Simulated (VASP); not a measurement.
Wanted: the native input for a VASP 6.6.1 run.

* Task: single point
* Functional: r2SCAN
* Potentials or basis: VASP PAW PBE potentials, release 64 (Rh_pv)
* Cutoff: 520 eV
* k mesh: 24 × 24 × 12
* Occupations: gaussian, width 0.15 eV
* Spin: no spin polarisation
* Dipole correction: no
* Further INCAR settings: ALGO = Normal; EDIFF = 1e-07; NBANDS = 22

The system is Rh.

```
Rh
1.0
     2.68692    0.00000    0.00000
    -1.34346    2.32694    0.00000
     0.00000    0.00000    4.57490
Rh
2
Cartesian
  1.3435 0.7756 3.4312
  0.0000 1.5513 1.1437
```

This isn't the form of Rh at room conditions, which is fcc.

This cell differs from its parent crystal: ratio of the length along z to the lengths across it x 1.05, volume and fractional coordinates fixed.

These files were run (other wordings do the same):

POSCAR

```
Rh
1.0
    2.6869232892      0.0000000000      0.0000000000
   -1.3434616446      2.3269438265      0.0000000000
    0.0000000000      0.0000000000      4.5749017289
Rh
2
Direct
    0.6666666667      0.3333333333      0.7500000000
    0.3333333333      0.6666666667      0.2500000000
```

INCAR.step1

```
SYSTEM = Rh
PREC = Accurate
ENCUT = 520
ISMEAR = 0
SIGMA = 0.15
LREAL = .FALSE.
LASPH = .TRUE.
NELM = 80
NBANDS = 22
GGA = PE
ALGO = Normal
EDIFF = 1E-4
LWAVE = .TRUE.
LCHARG = .FALSE.
```

INCAR.step2

```
SYSTEM = Rh
PREC = Accurate
ENCUT = 520
EDIFF = 1E-7
ISMEAR = 0
SIGMA = 0.15
LREAL = .FALSE.
LASPH = .TRUE.
NELM = 80
ALGO = Normal
ISIF = 2
LWAVE = .FALSE.
LCHARG = .FALSE.
METAGGA = R2SCAN
LMIXTAU = .TRUE.
NBANDS = 22
ISTART = 1
```

KPOINTS

```
regular mesh
0
G
  24 24 12
  0 0 0
```

Potentials or basis: VASP PAW PBE potentials, release 64 (Rh_pv).

Command:

```console
$ cat potpaw_PBE.64/Rh_pv/POTCAR > POTCAR
$ cp INCAR.step1 INCAR
$ mpirun -np 1 vasp_std > vasp.out
$ cp INCAR.step2 INCAR
$ mpirun -np 1 vasp_std > vasp.out
```

Results of the run:

| Item | Value |
| --- | --- |
| Pressure | -8.0 GPa |
| Band gap on the k mesh | zero (bands 15 and 16 overlap by 2.52 eV) |

Caveat: the stress differs along the axes, from -16 to -4 GPa; the PAW data sets were made with another functional, which shifts forces and pressure a little.

It took 25 min on 1 thread of Oxide Virtual Turin-like Processor, on a shared host, peak memory 0.28 GiB.
